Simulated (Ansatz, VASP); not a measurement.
Ga3Se in VASP and in Ansatz

```
Ga Se
1.0
     4.43246    0.00000    0.00000
     0.00000    4.43246    0.00000
     0.00000    0.00000    4.43246
Ga Se
3 1
Direct
  0.00000 0.50000 0.50000
  0.50000 0.00000 0.50000
  0.50000 0.50000 0.00000
  0.00000 0.00000 0.00000
```

Alike in both runs: task single point; functional PBEsol; k mesh 10 × 10 × 10; occupations tetrahedron; no spin polarisation.

|  | VASP | Ansatz |
| --- | --- | --- |
| version | VASP 6.6.1 | Ansatz 0.2.0 |
| potentials or method | VASP PAW PBE potentials, release 64 (Ga_d, Se), cutoff 500 eV | scalar-relativistic, plane waves, PAW |
| valence electrons in the cell | 45 | 55 |

```csv
,VASP,Ansatz,Ansatz less VASP
gap on the k mesh at the Fermi level (eV),none,none,-
pressure (GPa),-3.6,-3.6,-0.04
```

VASP's potentials were made for PBE, not for PBEsol. A gap of «none» marks a metal or a gap that the smearing closes. The functional is the same, so the differences come from potentials, cutoffs and numerics. VASP's potentials hold 45 valence electrons a cell and Ansatz's 55, so a difference there can come from the potentials and not from the codes. Ansatz's warnings: band table not solved further, tetrahedron derivatives may miss energy slope.
